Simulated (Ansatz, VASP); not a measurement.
# One calculation of BaS, two programs

INCAR

```
SYSTEM = BaS
PREC = Accurate ; ENCUT = 520
EDIFF = 1E-7 ; ISMEAR = -1
SIGMA = 0.02 ; LREAL = .FALSE.
LASPH = .TRUE. ; NELM = 100
ALGO = Normal ; ISIF = 2
LWAVE = .FALSE. ; LCHARG = .FALSE.
GGA = PE ; NBANDS = 15
```

KPOINTS

```
regular mesh
0
G
  8 8 8
  0 0 0
```

POSCAR

```
BaS
1.0
    0.0000000000      3.3454065823      3.3454065823
    3.3454065823      0.0000000000      3.3454065823
    3.3454065823      3.3454065823      0.0000000000
Ba S
1 1
Direct
    0.0000000000      0.0000000000      0.0000000000
    0.5000000000      0.5000000000      0.5000000000
```

Input for Ansatz:

```yaml
crystal:
  lattice:
    - [0.0, 3.3454065823, 3.3454065823]
    - [3.3454065823, 0.0, 3.3454065823]
    - [3.3454065823, 3.3454065823, 0.0]
  atoms:
    - { symbol: Ba, position: [0.0, 0.0, 0.0] }
    - { symbol: S, position: [0.5, 0.5, 0.5] }
kpoints:
  mp_grid: { grid: [8, 8, 8] }
  band_path:
    path:
      - [0.0, 0.0, 0.0]
      - [0.5, 0.0, 0.5]
      - [0.625, 0.25, 0.625]
      - [0.375, 0.375, 0.75]
      - [0.5, 0.5, 0.5]
      - [0.5, 0.25, 0.75]
      - [0.0, 0.5, 0.5]
    npoints: 1
hamiltonian:
  xc: pbe
scf:
  occupations: { method: fermi_dirac, width: 0.02 }
  n_extra_bands: 4
output:
  forces: true
  stress: true
  eigenvalues: true
```

Change from the starting cell: hydrostatic strain +4.2%.

Alike in both runs: task single point; functional PBE; k mesh 8 × 8 × 8; occupations fermi-dirac, width 0.02 eV; no spin polarisation.

```csv
,VASP,Ansatz
version,VASP 6.6.1,Ansatz 0.2.0
potentials or method,"VASP PAW PBE potentials, release 64 (Ba_sv, S)","plane waves, PAW"
plane-wave cutoff (eV),520,420
valence electrons in the cell,16,16
```

```tsv
	VASP	Ansatz	Ansatz less VASP
gap on the k mesh at the Fermi level (eV)	2.29	2.36	+0.073
pressure (GPa)	-3.5	-3.8	-0.35
```

The functional is the same, so the differences come from potentials, cutoffs and numerics.

Neither program's run includes spin-orbit coupling.
